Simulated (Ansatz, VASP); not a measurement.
## Two plane-wave programs on CoSi2

The input INCAR:

```
SYSTEM = CoSi2
ALGO = Normal ; EDIFF = 1E-7
ENCUT = 520 ; GGA = PS
ISIF = 2 ; ISMEAR = 0
LASPH = .TRUE. ; LCHARG = .FALSE.
LREAL = .FALSE. ; LWAVE = .FALSE.
NBANDS = 16 ; NELM = 60
PREC = Accurate ; SIGMA = 0.15
```

The input KPOINTS:

```
k-points
0
G
  14 14 14
  0 0 0
```

The input POSCAR:

```
CoSi2
1.0
    0.0000000000      2.6563531747      2.6563531747
    2.6563531747      0.0000000000      2.6563531747
    2.6563531747      2.6563531747      0.0000000000
Co Si
1 2
Direct
    0.0000000000      0.0000000000      0.0000000000
    0.2500000000      0.2500000000      0.2500000000
    0.7500000000      0.7500000000      0.7500000000
```

Input for Ansatz:

```yaml
crystal:
  lattice:
    - [0.0, 2.6563531747, 2.6563531747]
    - [2.6563531747, 0.0, 2.6563531747]
    - [2.6563531747, 2.6563531747, 0.0]
  atoms:
    - { symbol: Co, position: [0.0, 0.0, 0.0] }
    - { symbol: Si, position: [0.25, 0.25, 0.25] }
    - { symbol: Si, position: [0.75, 0.75, 0.75] }
basis:
  ecutwfc: 520.0
kpoints:
  mp_grid: { grid: [14, 14, 14] }
hamiltonian:
  xc: pbesol
  pseudopotentials: { kind: paw, azcp: { folder: soft_1 } }
scf:
  occupations: { method: gaussian, width: 0.15 }
output:
  forces: true
  stress: true
  eigenvalues: true
```

Alike in both runs: task single point; functional PBEsol; k mesh 14 × 14 × 14; occupations gaussian, width 0.15 eV; no spin polarisation.

|  | VASP | Ansatz |
| --- | --- | --- |
| version | VASP 6.6.1 | Ansatz 0.2.0 |
| potentials or method | VASP PAW PBE potentials, release 64 (Co, Si), cutoff 520 eV | scalar-relativistic, plane waves, PAW |
| valence electrons in the cell | 17 | 25 |

|  | VASP | Ansatz | Ansatz less VASP |
| --- | --- | --- | --- |
| gap on the k mesh at the Fermi level (eV) | none | none | - |
| pressure (GPa) | 0.1 | 0.0 | -0.06 |

VASP's potentials were made for PBE, not for PBEsol, and Ansatz warns of the same on its side. A gap of «none» marks a metal or a gap that the smearing closes. VASP's potentials hold 17 valence electrons a cell and Ansatz's 25, so a difference there can come from the potentials and not from the codes.
